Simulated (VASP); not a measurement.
Set up this calculation in VASP 6.6.1, as the native input.

```yaml
Task: single point
Functional: PBE
Potentials_or_basis: VASP PAW PBE potentials, release 64 (Cs_sv)
Cutoff: 500 eV
k_mesh: 5 × 5 × 3
Occupations: methfessel-paxton, width 0.05 eV
Spin: no spin polarisation
Dipole_correction: no
Further_INCAR_settings: ALGO = Normal; EDIFF = 1e-06; NBANDS = 16
```

The structure of Cs lies in POSCAR:

```
Cs
1.0
    5.5663060500      0.0000000000      0.0000000000
   -2.7831530300      4.8205624500      0.0000000000
    0.0000000000      0.0000000000      9.2584789600
Cs
2
Direct
    0.3333333296      0.6666666687      0.2500000000
    0.6666666694      0.3333333292      0.7500000000
```

This isn't the form of Cs at room conditions, which is bcc.

These files were run (other wordings do the same):

INCAR

```
PREC     = Accurate       # precision mode
ENCUT    = 500            # plane-wave cutoff, eV
EDIFF    = 1E-6           # SCF threshold, eV
ISMEAR   = 1              # smearing method
SIGMA    = 0.05           # smearing width, eV
LREAL    = False          # projectors in reciprocal space
LASPH    = True           # aspherical terms in the spheres
NELM     = 120            # most SCF steps
ALGO     = Normal         # electronic algorithm
ISIF     = 2              # what is computed and relaxed
LWAVE    = False          # write WAVECAR
LCHARG   = False          # write CHGCAR
GGA      = PE             # functional
NBANDS   = 16             # bands
GGA_COMPAT= False
```

KPOINTS

```
regular mesh
0
Gamma
  5 5 3
```

Potentials or basis: VASP PAW PBE potentials, release 64 (Cs_sv).

Command:

```sh
$ cat potpaw_PBE.64/Cs_sv/POTCAR > POTCAR
$ mpirun -np 1 vasp_std > vasp.out
```

Results of the run:

| Quantity | Value |
| --- | --- |
| Pressure | -0.1 GPa |
| Band gap on the k mesh | zero (bands 9 and 10 overlap by 1.04 eV) |

Caveat: spin-orbit coupling is left out, which moves the levels of the heavy elements.

Wall time 52 s on 1 thread of Intel Xeon 8259CL, with other jobs on the host, peak memory 0.33 GiB.
